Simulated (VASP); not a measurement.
# In3Sb (Pm-3m) in VASP: a series of runs

The runs below take In3Sb through relaxation of cell and atoms, with PBEsol.

Program: VASP 6.6.1. These are calculated values, not measurements. Logs are shortened: lines on timing, memory, paths and dates and some standing lists are left out, and cuts for length are marked.

### 1 The cell of the first run

It takes space group Pm-3m (No. 221, cubic). The conventional cell has a = 4.840 Å, b = 4.840 Å, c = 4.840 Å, α = 90.00°, β = 90.00°, γ = 90.00°. Sb (site symmetry m-3m) has 12 In at 3.42 Å within 4.5 Å. In (site symmetry 4/mmm) has 4 Sb at 3.42 Å and 8 In at 3.42 Å within 4.5 Å.

### 2 Relaxation of cell and atoms, PBEsol, target pressure 10 GPa, at which the enthalpy is minimised

The input, INCAR:

```
SYSTEM = In3Sb
PREC = Accurate
ENCUT = 600
EDIFF = 1E-6
ISMEAR = 0
SIGMA = 0.01
LREAL = .FALSE.
LASPH = .TRUE.
NELM = 80
ALGO = Normal
ISIF = 3
LWAVE = .FALSE.
LCHARG = .FALSE.
GGA = PS
IBRION = 2
NSW = 60
EDIFFG = -0.03
PSTRESS = 100.0
```

The input, KPOINTS:

```
Automatic mesh
0
G
  5 5 5
  0 0 0
```

The input, POSCAR:

```
In3Sb
1.0
    4.8400000000      0.0000000000      0.0000000000
    0.0000000000      4.8400000000      0.0000000000
    0.0000000000      0.0000000000      4.8400000000
Sb In
1 3
Direct
    0.0000000000      0.0000000000      0.0000000000
    0.0000000000      0.5000000000      0.5000000000
    0.5000000000      0.0000000000      0.5000000000
    0.5000000000      0.5000000000      0.0000000000
```

Potentials or basis: VASP PAW PBE potentials, release 64 (Sb, In_d).

Command:

```sh
> cat potpaw_PBE.64/Sb/POTCAR potpaw_PBE.64/In_d/POTCAR > POTCAR
> mpirun -np 1 vasp_std > vasp.out
```

OUTCAR:

```text
SYSTEM = In3Sb
   PREC = Accurate
   ENCUT = 600
   EDIFF = 1E-6
   ISMEAR = 0
   LREAL = .FALSE.
   LASPH = .TRUE.
   NELM = 80
   ISIF = 3
   GGA = PS
   IBRION = 2
   NSW = 60
   EDIFFG = -0.03
   PSTRESS = 100.0

 ion  position               nearest neighbor table
   1  0.000  0.000  0.000-   2 3.42   3 3.42   4 3.42   2 3.42   3 3.42   2 3.42   4 3.42   2 3.42
                             3 3.42   4 3.42   3 3.42   4 3.42
   2  0.000  0.500  0.500-   1 3.42   3 3.42   4 3.42   1 3.42   4 3.42   1 3.42   3 3.42   1 3.42
                             3 3.42   4 3.42   4 3.42   3 3.42
   3  0.500  0.000  0.500-   1 3.42   2 3.42   4 3.42   1 3.42   4 3.42   2 3.42   4 3.42   4 3.42
                             1 3.42   2 3.42   1 3.42   2 3.42
   4  0.500  0.500  0.000-   1 3.42   2 3.42   3 3.42   2 3.42   3 3.42   1 3.42   3 3.42   3 3.42
                             1 3.42   2 3.42   2 3.42   1 3.42

  LATTYP: Found a simple cubic cell.
 ALAT       =     4.8400000000

  Lattice vectors:

 A1 = (   4.8400000000,   0.0000000000,   0.0000000000)
 A2 = (   0.0000000000,   4.8400000000,   0.0000000000)
 A3 = (   0.0000000000,   0.0000000000,   4.8400000000)

Analysis of symmetry for initial positions (statically):
=====================================================================
 Subroutine PRICEL returns:
 Original cell was already a primitive cell.

 Routine SETGRP: Setting up the symmetry group for a
 simple cubic supercell.

 Subroutine GETGRP returns: Found 48 space group operations
[... 9 lines left out ...]

 Routine SETGRP: Setting up the symmetry group for a
 simple cubic supercell.

 Subroutine GETGRP returns: Found 48 space group operations
[... 11 lines left out ...]
                                     Primitive cell

  volume of cell :     113.3799

  direct lattice vectors                    reciprocal lattice vectors
     4.840000000  0.000000000  0.000000000     0.206611570  0.000000000  0.000000000
     0.000000000  4.840000000  0.000000000     0.000000000  0.206611570  0.000000000
     0.000000000  0.000000000  4.840000000     0.000000000  0.000000000  0.206611570

  length of vectors
     4.840000000  4.840000000  4.840000000     0.206611570  0.206611570  0.206611570

  position of ions in fractional coordinates (direct lattice)
     0.000000000  0.000000000  0.000000000
     0.000000000  0.500000000  0.500000000
     0.500000000  0.000000000  0.500000000
     0.500000000  0.500000000  0.000000000

  ion indices of the primitive-cell ions
   primitive index   ion index
                 1           1
                 2           2
                 3           3
                 4           4

----------------------------------------------------------------------------------------

 KPOINTS: Automatic mesh

Automatic generation of k-mesh.
 Grid dimensions read from file:
 generate k-points for:    5    5    5

 Generating k-lattice:

  Cartesian coordinates                     Fractional coordinates (reciprocal lattice)
     0.041322314  0.000000000  0.000000000     0.200000000  0.000000000  0.000000000
     0.000000000  0.041322314  0.000000000     0.000000000  0.200000000  0.000000000
     0.000000000  0.000000000  0.041322314     0.000000000  0.000000000  0.200000000

  Length of vectors
     0.041322314  0.041322314  0.041322314

  Shift w.r.t. Gamma in fractional coordinates (k-lattice)
     0.000000000  0.000000000  0.000000000

 Subroutine IBZKPT returns following result:
 ===========================================

 Found     10 irreducible k-points:

 Following reciprocal coordinates:
            Coordinates               Weight
  0.000000  0.000000  0.000000      1.000000
  0.200000  0.000000  0.000000      6.000000
  0.400000  0.000000  0.000000      6.000000
  0.200000  0.200000  0.000000     12.000000
  0.400000  0.200000  0.000000     24.000000
  0.400000  0.400000  0.000000     12.000000
  0.200000  0.200000  0.200000      8.000000
  0.400000  0.200000  0.200000     24.000000
  0.400000  0.400000  0.200000     24.000000
  0.400000  0.400000  0.400000      8.000000
   k-points           NKPTS =     10   k-points in BZ     NKDIM =     10   number of bands    NBANDS=     26
   number of dos      NEDOS =    301   number of ions     NIONS =      4
   total plane-waves  NPLWV =  64000
   dimension x,y,z NGX =    40 NGY =   40 NGZ =   40
   dimension x,y,z NGXF=    80 NGYF=   80 NGZF=   80
   ions per type =               1   3
   NGX,Y,Z   is equivalent  to a cutoff of  13.74, 13.74, 13.74 a.u.
   NGXF,Y,Z  is equivalent  to a cutoff of  27.48, 27.48, 27.48 a.u.
 SYSTEM =  In3Sb
   PREC   = accura    normal or accurate (medium, high low for compatibility)
   ISTART =      0    job   : 0-new  1-cont  2-samecut
   ICHARG =      2    charge: 1-file 2-atom 10-const
   ISPIN  =      1    spin polarized calculation?
   LNONCOLLINEAR =      F non collinear calculations
   LSORBIT =      F    spin-orbit coupling
   LASPH  =      T    aspherical Exc in radial PAW
   ENCUT  =  600.0 eV  44.10 Ry    6.64 a.u.   9.67  9.67  9.67*2*pi/ulx,y,z
   NELM   =     80;   NELMIN=  2; NELMDL= -5     # of ELM steps
   EDIFF  = 0.1E-05   stopping-criterion for ELM
   LREAL  =      F    real-space projection
   EDIFFG = -.3E-01   stopping-criterion for IOM
   NSW    =     60    number of steps for IOM
   IBRION =      2    ionic relax: 0-MD 1-quasi-New 2-CG
   NFREE  =      1    steps in history (QN), initial steepest desc. (CG)
   ISIF   =      3    stress and relaxation
   ISYM   =      2    0-nonsym 1-usesym 2-fastsym
   POTIM  = 0.5000    time-step for ionic-motion
   TEBEG  =    0.0;   TEEND  =   0.0 temperature during run
   PSTRESS=  100.0 pullay stress
   NELECT =      44.0000    total number of electrons
   NUPDOWN=      -1.0000    fix difference up-down
   EMIN   =  10.00;   EMAX   =-10.00  energy-range for DOS
   EFERMI =   0.00;   METHOD = LEGACY
   ISMEAR =     0;   SIGMA  =   0.01  broadening in eV -4-tet -1-fermi 0-gaus
   EFERMI_NEDOS =   21; number of points for ismear=-14 and -15
   IALGO  =     38    algorithm
   IMIX   =      4    mixing-type and parameters
     AMIX     =   0.40;   BMIX     =  1.00
     AMIX_MAG =   1.60;   BMIX_MAG =  1.00
  volume/ion in A,a.u.               =      28.34       191.28
  Fermi-wavevector in a.u.,A,eV,Ry     =   1.194117  2.256555 19.400770  1.425916
  Thomas-Fermi vector in A             =   2.330115
   LORBIT       =      0    0 simple, 1 ext, 2 COOP (PROOUT), +10 PAW based schemes
   GGA     = PS    functional components
   LHFCALC =     F    Hartree Fock is set to
   AEXX    =    0.0000 exact exchange contribution
   IVDW    =     0    specifies the selected vdW correction
   LEPSILON=     F    determine dielectric tensor
   LRPA    =     F    only Hartree local field effects (RPA)
 conjugate gradient relaxation of ions
 non-spin polarized calculation
 Gauss-broadening in eV      SIGMA  =   0.01
  energy-cutoff  :      600.00
  volume of cell :      113.38
 maximum number of plane-waves:      3811
 NGX is ok and might be reduce to    40
   NGX = 19   NGY = 19   NGZ = 19

--------------------------------------- Ionic step        1  -------------------------------------------

 number of electron      43.9999979 magnetization

 Free energy of the ion-electron system (eV)
  ---------------------------------------------------
  ext. energy  EPLUGINS =         0.00000000
  ---------------------------------------------------
  free energy    TOTEN  =       -13.21739360 eV

  energy without entropy =      -13.21534436  energy(sigma->0) =      -13.21636898

------------------------ aborting loop because EDIFF is reached ----------------------------------------

  FORCE on cell =-STRESS in cart. coord.  units (eV):
  Direction    XX          YY          ZZ          XY          YZ          ZX
  --------------------------------------------------------------------------------------
  -------------------------------------------------------------------------------------
  Total       -1.4419299     -1.4419299     -1.4419299      0.0000000      0.0000000      0.0000000
  in kB      -20.3759862    -20.3759862    -20.3759862      0.0000000      0.0000000      0.0000000
  external PRESSURE =    -120.3759862 kB  Pullay stress =     100.0000000 kB

 VOLUME and BASIS-vectors are now :
 -----------------------------------------------------------------------------
  energy-cutoff  :      600.00
  volume of cell :      113.38
      direct lattice vectors                 reciprocal lattice vectors
     4.840000000  0.000000000  0.000000000     0.206611570  0.000000000  0.000000000
     0.000000000  4.840000000  0.000000000     0.000000000  0.206611570  0.000000000
     0.000000000  0.000000000  4.840000000     0.000000000  0.000000000  0.206611570
[... 10 lines left out ...]
  FREE ENERGIE OF THE ION-ELECTRON SYSTEM (eV)
  ---------------------------------------------------
  free  energy   TOTEN  =       -13.2173936013 eV

  energy  without entropy=      -13.2153443625  energy(sigma->0) =      -13.21636898

  enthalpy is  TOTEN    =        -6.1407796787 eV   P V=        7.0766139226

--------------------------------------- Ionic step        2  -------------------------------------------

 number of electron      43.9999991 magnetization

 E-fermi :  11.1239     XC(G=0): -11.6130

 val. band max:       11.0905196934   @ k =   0.4000   0.2000   0.0000
 cond. band min:      11.1269854746   @ k =   0.4000   0.4000   0.2000
 fundamental gap:      0.0364657813
 Fermi energy:        11.1239397949

 k-point     1 :       0.0000    0.0000    0.0000
  band No.  band energies     occupation
      1      -4.3144      2.00000
      2      -4.2305      2.00000
      3      -4.2305      2.00000
      4      -4.2305      2.00000
      5      -4.0100      2.00000
      6      -4.0100      2.00000
[... 18 lines left out ...]
     25      13.6777      0.00000
     26      15.2752      0.00000
[... 290 lines left out ...]
  FREE ENERGIE OF THE ION-ELECTRON SYSTEM (eV)
  ---------------------------------------------------
  free  energy   TOTEN  =       -11.9615798242 eV

  energy  without entropy=      -11.9605925288  energy(sigma->0) =      -11.96108618

  enthalpy is  TOTEN    =        -6.8496903581 eV   P V=        5.1118894661

--------------------------------------- Ionic step        3  -------------------------------------------

 number of electron      44.0000020 magnetization

 Free energy of the ion-electron system (eV)
  ---------------------------------------------------
  ext. energy  EPLUGINS =         0.00000000
  ---------------------------------------------------
  free energy    TOTEN  =       -12.85015462 eV

  energy without entropy =      -12.84973827  energy(sigma->0) =      -12.84994644

 E-fermi :   9.5562     XC(G=0): -11.0714

 val. band max:        9.5245073958   @ k =   0.4000   0.4000   0.2000
 cond. band min:       9.5660142882   @ k =   0.4000   0.2000   0.2000
 fundamental gap:      0.0415068924
 Fermi energy:         9.5562352095

 k-point     1 :       0.0000    0.0000    0.0000
  band No.  band energies     occupation
      1      -5.5163      2.00000
      2      -5.4817      2.00000
      3      -5.4817      2.00000
      4      -5.4817      2.00000
      5      -5.3024      2.00000
      6      -5.3024      2.00000
[... 18 lines left out ...]
     25      11.9702      0.00000
     26      13.5543      0.00000
[... 281 lines left out ...]
 POSITION                                       TOTAL-FORCE (eV/Angst)
 -----------------------------------------------------------------------------------
      0.00000      0.00000      0.00000         0.000000      0.000000      0.000000
      0.00000      2.25079      2.25079        -0.000000     -0.000000      0.000000
      2.25079      0.00000      2.25079         0.000000      0.000000      0.000000
      2.25079      2.25079     -0.00000         0.000000     -0.000000      0.000000
 -----------------------------------------------------------------------------------
    total drift:                               -0.000000     -0.000000     -0.000000

  FREE ENERGIE OF THE ION-ELECTRON SYSTEM (eV)
  ---------------------------------------------------
  free  energy   TOTEN  =       -12.8501546163 eV

  energy  without entropy=      -12.8497382679  energy(sigma->0) =      -12.84994644

  enthalpy is  TOTEN    =        -7.1565576861 eV   P V=        5.6935969301

 reached required accuracy - stopping structural energy minimisation
```

Run time: 68 s. Hardware: 1 thread of AMD EPYC 7R13 (Zen 3), shared host; peak memory 0.23 GiB.

Results:

```yaml
Free_energy: -12.8502 eV
Relaxed_volume: 22.81 Å³/atom
Relaxed_cell: a = 4.502 Å, b = 4.502 Å, c = 4.502 Å, α = 90.00°, β = 90.00°, γ = 90.00°
Space_group_after_relaxing_to_0.05_Å: Pm-3m (No. 221)
Energy_change_on_relaxing_the_enthalpy_is_what_falls: +91.8 meV/atom
Ionic_steps: 3
Pressure_after_relaxing: 10.0 GPa
Band_gap_on_the_k_mesh: zero (band 22 reaches 10.17 eV, above the bottom of band 23 at 7.34 eV)
```

Step by step:
| step | energy change (eV) | largest force (eV/Å) | pressure (GPa) | volume (Å³) |
| --- | --- | --- | --- | --- |
| 1 | 0.0000 | 0.0000 | -2.04 | 113.38 |
| 2 | 1.2558 | 0.0000 | 21.42 | 81.90 |
| 3 | 0.3672 | 0.0000 | 9.97 | 91.22 |

Final structure:
```
Sb In
1.0
     4.50159    0.00000    0.00000
     0.00000    4.50159    0.00000
     0.00000    0.00000    4.50159
Sb In
1 3
Direct
  0.00000 0.00000 0.00000
  0.00000 0.50000 0.50000
  0.50000 0.00000 0.50000
  0.50000 0.50000 0.00000
```

Levels at points of the mesh, in eV from the Fermi level:
```tsv
k point	band 18	band 19	band 20	band 21	band 22	band 23	band 24	band 25	band 26
(0.00, 0.00, 0.00)	-3.89	-3.89	-3.89	-2.27	-2.27	2.41	2.41	2.41	4.00
```

Caveat: the cell is relaxed towards a set pressure, so the enthalpy falls and the energy may rise; the volume moved by over 15 % at a fixed basis, so the end points are rough; the PAW data sets were made with another functional, which shifts forces and pressure a little; spin-orbit coupling is left out, which moves the levels of the heavy elements.

### 3 Relaxation of cell and atoms, PBEsol, target pressure 20 GPa, at which the enthalpy is minimised

The input, INCAR:

```
SYSTEM = In3Sb
ALGO     = Normal         ! electronic algorithm
EDIFF    = 1E-6           ! SCF threshold, eV
EDIFFG   = -0.03          ! ionic threshold
ENCUT    = 600            ! plane-wave cutoff, eV
GGA      = PS             ! functional
IBRION   = 2              ! ionic algorithm
ISIF     = 3              ! what is computed and relaxed
ISMEAR   = 0              ! smearing method
LASPH    = .True.         ! aspherical terms in the spheres
LCHARG   = .False.        ! write CHGCAR
LREAL    = .False.        ! projectors in reciprocal space
LWAVE    = .False.        ! write WAVECAR
NELM     = 60             ! most SCF steps
NSW      = 60             ! ionic steps
PREC     = Accurate       ! precision mode
PSTRESS  = 200.0        
SIGMA    = 0.01           ! smearing width, eV
```

The input, KPOINTS:

```
k-points
0
Gamma
  5 5 5
  0 0 0
```

POSCAR is that of step 2.

Potentials or basis: VASP PAW PBE potentials, release 64 (Sb, In_d).

Command:

```sh
> cat potpaw_PBE.64/Sb/POTCAR potpaw_PBE.64/In_d/POTCAR > POTCAR
> mpirun -np 1 vasp_std > vasp.out
```

Run time: 2.1 min. Hardware: 1 thread of AMD EPYC 7R13 (Zen 3), shared host; peak memory 0.23 GiB.

It converged, with:

```
Free energy                                            : -12.0647 eV
Relaxed volume                                         : 20.68 Å³/atom
Relaxed cell                                           : a = 4.357 Å, b = 4.357 Å, c = 4.357 Å, α = 90.00°, β = 90.00°, γ = 90.00°
Space group after relaxing (to 0.05 Å)                 : Pm-3m (No. 221)
Energy change on relaxing (the enthalpy is what falls) : +288.2 meV/atom
Ionic steps                                            : 7
Pressure after relaxing                                : 20.0 GPa
Band gap on the k mesh                                 : zero (band 22 reaches 11.83 eV, above the bottom of band 23 at 8.61 eV)
```

The path:
```csv
step,energy change (eV),largest force (eV/Å),pressure (GPa),volume (Å³)
1,0.0000,0.0000,-2.04,113.38
2,8.0948,0.0000,100.68,60.68
3,0.9275,0.0000,17.40,84.64
4,1.0566,0.0000,18.80,83.49
5,1.1694,0.0000,20.24,82.57
6,1.1282,0.0000,19.68,82.90
7,1.1527,0.0000,20.00,82.70
```

Final structure:
```
Sb In
1.0
     4.35681    0.00000    0.00000
     0.00000    4.35681    0.00000
     0.00000    0.00000    4.35681
Sb In
1 3
Direct
  0.00000 0.00000 0.00000
  0.00000 0.50000 0.50000
  0.50000 0.00000 0.50000
  0.50000 0.50000 0.00000
```

Levels at points of the mesh, in eV from the Fermi level:
```tsv
k point	band 19	band 20	band 21	band 22	band 23	band 24	band 25	band 26
(0.00, 0.00, 0.00)	-4.36	-4.36	-2.18	-2.18	2.54	2.54	2.54	4.14
```

Caveat: the cell is relaxed towards a set pressure, so the enthalpy falls and the energy may rise; the volume moved by over 15 % at a fixed basis, so the end points are rough; the PAW data sets were made with another functional, which shifts forces and pressure a little; spin-orbit coupling is left out, which moves the levels of the heavy elements.

(Continued in part 2 of 2.)
